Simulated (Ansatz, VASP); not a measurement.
**KI: VASP beside Ansatz**

```
CELL_PARAMETERS angstrom
0.00000 3.53277 3.53277
3.53277 0.00000 3.53277
3.53277 3.53277 0.00000
ATOMIC_POSITIONS crystal
K 0.00000 0.00000 0.00000
I 0.50000 0.50000 0.50000
```

Alike in both runs: functional PBEsol; k mesh 7 × 7 × 7; occupations fermi-dirac, width 0.02 eV; no spin polarisation.

Ansatz relaxed the structure, and its values are those at the end. VASP's run is a single point on that final structure, the one shown.

|  | VASP | Ansatz |
| --- | --- | --- |
| version | VASP 6.6.1 | Ansatz 0.2.0 |
| potentials or method | VASP PAW PBE potentials, release 64 (K_sv, I) | plane-wave PAW, scalar-relativistic |
| plane-wave cutoff (eV) | 500 | 420 |
| valence electrons in the cell | 16 | 26 |

Ansatz gave:

```
gap on the k mesh at the Fermi level (eV) : 3.82
pressure (GPa)                            : -0.3
```

Q: Which values does VASP return?

A: gap on the k mesh at the Fermi level (eV): 3.81; pressure (GPa): -0.2.

VASP's potentials were made for PBE, not for PBEsol, and Ansatz warns of the same on its side. With one functional, cell and mesh, what is left measures potentials, basis and numerics. VASP's potentials hold 16 valence electrons a cell and Ansatz's 26, so a difference there can come from the potentials and not from the codes. Ansatz's warnings: stress scf threshold loose.

Spin-orbit coupling is off throughout.
